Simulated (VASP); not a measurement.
Here is a VASP 6.6.1 calculation.

POSCAR

```
Ti
1.0
    0.0000000000      2.0650000000      2.0650000000
    2.0650000000      0.0000000000      2.0650000000
    2.0650000000      2.0650000000      0.0000000000
Ti
1
Direct
    0.0000000000      0.0000000000      0.0000000000
```

The input INCAR.step1:

```
SYSTEM = Ti
PREC = Accurate
ENCUT = 550
ISMEAR = -1
SIGMA = 0.1
LREAL = .False.
LASPH = .True.
NELM = 120
GGA = PE
ALGO = Normal
EDIFF = 1E-5
LWAVE = .True.
LCHARG = .False.
GGA_COMPAT = .False.
IBRION = 2
ISIF = 3
EDIFFG = -0.005
NELMIN = 4
NSW = 100
```

Contents of INCAR.step2:

```
SYSTEM = Ti
PREC = Accurate
ENCUT = 550
EDIFF = 1E-7
ISMEAR = -1
SIGMA = 0.1
LREAL = .False.
LASPH = .True.
NELM = 120
ALGO = Normal
ISIF = 3
LWAVE = .False.
LCHARG = .False.
METAGGA = R2SCAN
LMIXTAU = .True.
IBRION = 2
NSW = 80
EDIFFG = -0.02
PSTRESS = 200.0
ISTART = 1
GGA_COMPAT = .False.
NELMIN = 4
```

Contents of KPOINTS:

```
regular mesh
0
Gamma
  19 19 19
  0 0 0
```

Potentials or basis: VASP PAW PBE potentials, release 64 (Ti_sv).

Launch:

```sh
$ cat potpaw_PBE.64/Ti_sv/POTCAR > POTCAR
$ cp INCAR.step1 INCAR
$ mpirun -np 1 vasp_std > vasp.out
$ cp INCAR.step2 INCAR
$ mpirun -np 1 vasp_std > vasp.out
```

Problem. Estimate the space group after relaxing (to 0.1 Å).

Solution. Fm-3m (No. 225).

Problem. Estimate the band gap on the k mesh.

Solution. Zero (bands 6 and 7 overlap by 1.51 eV).

The path:
```tsv
step	energy change (eV)	largest force (eV/Å)	pressure (GPa)	volume (Å³)
1	0.0000	0.0000	-0.94	17.61
2	0.8162	0.0000	64.91	12.37
3	0.1174	0.0000	18.70	15.24
4	0.1301	0.0000	19.87	15.14
```

Caveat: the cell is relaxed towards a set pressure, so the run minimises the enthalpy, not the energy; the PAW data sets were made with another functional, which shifts forces and pressure a little.
